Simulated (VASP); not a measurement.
Set up this calculation in VASP 6.6.1, as the native input.

| Property | Result |
| --- | --- |
| Task | single point |
| Functional | PBE |
| Dispersion | D3(BJ) |
| Potentials or basis | VASP PAW PBE potentials, release 64 (C) |
| Cutoff | 520 eV |
| k mesh | 18 × 18 × 2 |
| Occupations | gaussian, width 0.15 eV |
| Spin | no spin polarisation |
| Dipole correction | no |
| Further INCAR settings | ALGO = Fast; EDIFF = 1e-06; NBANDS = 36 |

The structure of C lies in POSCAR:

```
C
1.0
    2.4648840281      0.0000000000      0.0000000000
   -1.2324420141      2.1346521857      0.0000000000
    0.0000000000      0.0000000000     20.6060947640
C
12
Direct
    0.6413105042      0.3079771708      0.9519899901
    0.6666666667      0.3333333333      0.4520101828
    0.6666666667      0.3333333333      0.7793231472
    0.6666666667      0.3333333333      0.2793433400
    0.0000000000      0.0000000000      0.6156666650
    0.3333333333      0.6666666667      0.2793231472
    0.0000000000      0.0000000000      0.1156666650
    0.6666666667      0.3333333333      0.6156666650
    0.3333333333      0.6666666667      0.7793433400
    0.3333333333      0.6666666667      0.1156666650
    0.3333333333      0.6666666667      0.4519899901
    0.3333333333      0.6666666667      0.9520101828
```

This cell differs from its parent crystal: atom 1 (C) moved +0.062 Å towards its neighbour atom 1 (C) at 2.465 Å.

One way to write it, as run:

INCAR

```
PREC = Accurate
ENCUT = 520
EDIFF = 1E-6
ISMEAR = 0
SIGMA = 0.15
LREAL = False
LASPH = True
NELM = 60
ALGO = Fast
ISIF = 2
LWAVE = False
LCHARG = False
GGA = PE
IVDW = 12
NBANDS = 36
```

KPOINTS

```
regular mesh
0
Gamma
  18 18 2
```

Potentials or basis: VASP PAW PBE potentials, release 64 (C).

Command:

```sh
$ cat potpaw_PBE.64/C/POTCAR > POTCAR
$ mpirun -np 1 vasp_std > vasp.out
```

It gave:

| Quantity | Value |
| --- | --- |
| Pressure | 0.7 GPa |
| Largest force | 3.382 eV/Å |
| Band gap on the k mesh | zero (filled and empty bands touch) |
| Dispersion energy per atom | -0.152 eV |

Caveat: the cell differs from its parent crystal (atom 1 (C) moved +0.062 Å towards its neighbour atom 1 (C) at 2.465 Å); forces of over 1 eV/Å act on the atoms, so gaps and moduli don't describe the material at rest.

Wall time 49 min on 1 thread of Oxide Virtual Turin-like Processor (shared host), peak memory 0.81 GiB.
